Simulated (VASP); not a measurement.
SnO: single point with PBE

The system is SnO.

```
Sn O
1.0
     0.00000    2.53697    2.53697
     2.53697    0.00000    2.53697
     2.53697    2.53697    0.00000
Sn O
1 1
Cartesian
  0.0000 0.0000 0.0000
  2.5370 2.5370 2.5370
```

| Item | Value |
| --- | --- |
| Program | VASP 6.6.1 |
| Task | single point |
| Functional | PBE |
| Potentials or basis | VASP PAW PBE potentials, release 64 (Sn_d, O) |
| Cutoff | 600 eV |
| k mesh | 6 × 6 × 6 |
| Occupations | methfessel-paxton, width 0.05 eV |
| Spin | no spin polarisation |
| Dipole correction | no |
| Further INCAR settings | ALGO = Normal; EDIFF = 1e-06; NBANDS = 17 |

```yaml
Pressure: 2.4 GPa
Band_gap_on_the_k_mesh: 1.05 eV, indirect (least direct gap 1.16 eV)
```

Levels at points of the mesh, in eV from the valence-band top:
```csv
k point,band 7,band 8,band 9,band 10,band 11,band 12,band 13,band 14
"(0.00, 0.00, 0.00)",-6.43,-3.02,-3.02,-3.02,8.02,8.02,8.02,10.36
"(0.50, 0.00, 0.00)",-8.17,-2.82,-2.82,-0.53,1.05,4.61,4.61,9.87
"(0.50, 0.50, 0.00)",-6.20,-4.38,-4.12,-4.12,3.83,5.41,6.13,6.13
```

It took 30 s on 1 thread of AMD EPYC 7R13, with other jobs on the host, peak memory 0.14 GiB.

Caveat: spin-orbit coupling is left out, which moves the levels of the heavy elements. A k mesh can miss the band edges.
